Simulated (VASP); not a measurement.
# Ba2Os: relaxation of cell and atoms with PBEsol

The system is Ba2Os.

```
Os Ba
1.0
     0.00000    4.15764    0.00000
     4.15764    0.00000    0.00000
     2.07882    2.07882   -7.39656
Os Ba
1 2
Direct
  0.00000 0.00000 0.00000
  0.37000 0.37000 0.26000
  0.63000 0.63000 0.74000
```

| Item | Value |
| --- | --- |
| Program | VASP 6.6.1 |
| Task | relaxation of cell and atoms |
| Functional | PBEsol |
| Potentials or basis | VASP PAW PBE potentials, release 64 (Os_sv_GW, Ba_sv) |
| Cutoff | 560 eV |
| k mesh | 5 × 5 × 5 |
| Occupations | fermi-dirac, width 0.1 eV |
| Spin | no spin polarisation |
| Dipole correction | no |
| Further INCAR settings | ALGO = Normal; EDIFF = 1e-07; IBRION = 2; EDIFFG = -0.01; NSW = 60; ISIF = 3 |

* Relaxed volume: 33.51 Å³/atom
* Relaxed cell: a = 3.703 Å, b = 3.703 Å, c = 7.786 Å, α = 76.24°, β = 76.24°, γ = 90.00°
* Space group after relaxing (to 0.1 Å): I4/mmm (No. 139)
* Energy gained by relaxing: 295.6 meV/atom
* Ionic steps: 20
* Pressure after relaxing: 0.0 GPa
* Largest force after relaxing: 0.003 eV/Å
* Band gap on the k mesh: zero (bands 18 and 19 overlap by 0.09 eV)

Forces on the atoms (eV/Å):
```
Os   0.000  0.000  0.000
Ba   0.000  0.000  0.003
Ba   0.000  0.000 -0.003
```

Step by step:
```csv
step,energy change (eV),largest force (eV/Å),pressure (GPa),volume (Å³)
1,0.0000,1.1936,-6.40,127.86
2,-0.8546,0.1190,-0.49,98.87
3,-0.8560,0.1964,-0.08,97.96
4,-0.8727,0.0738,-0.03,97.34
5,-0.8802,0.0589,0.03,96.55
6,-0.8802,0.0654,0.03,96.51
7,-0.8809,0.0528,0.08,96.59
8,-0.8823,0.0158,0.23,96.84
9,-0.8830,0.0575,0.54,97.33
10,-0.8831,0.0561,0.54,97.39
11,-0.8835,0.0524,0.51,97.58
12,-0.8842,0.0449,0.45,97.97
13,-0.8853,0.0305,0.35,98.74
14,-0.8862,0.0027,0.16,100.28
15,-0.8862,0.0007,0.15,100.47
16,-0.8864,0.0050,0.11,100.51
17,-0.8866,0.0181,-0.02,100.63
18,-0.8866,0.0202,-0.04,100.65
19,-0.8867,0.0119,-0.01,100.60
20,-0.8867,0.0031,0.01,100.54
```

Final structure:
```
Os Ba
1.0
     0.00000    3.70305    0.00000
     3.70305    0.00000    0.00000
     1.85152    1.85152   -7.33209
Os Ba
1 2
Direct
  0.00000 0.00000 0.00000
  0.37769 0.37769 0.24463
  0.62231 0.62231 0.75537
```

Levels at points of the mesh, in eV from the Fermi level:
| k point | band 14 | band 15 | band 16 | band 17 | band 18 | band 19 | band 20 | band 21 | band 22 |
| --- | --- | --- | --- | --- | --- | --- | --- | --- | --- |
| (0.00, 0.00, 0.00) | -2.34 | -1.63 | -0.57 | -0.19 | -0.19 | -0.16 | 0.58 | 0.95 | 2.67 |

Run time: 13 min on 1 thread of Intel(R) Xeon(R) Platinum 8259CL CPU @ 2.50GHz (Skylake/Cascade Lake), on a shared host, peak memory 0.3 GiB.

Caveat: the volume moved by over 15 % at a fixed basis, so the end points are rough; the PAW data sets were made with another functional, which shifts forces and pressure a little; spin-orbit coupling is left out, which moves the levels of the heavy elements.
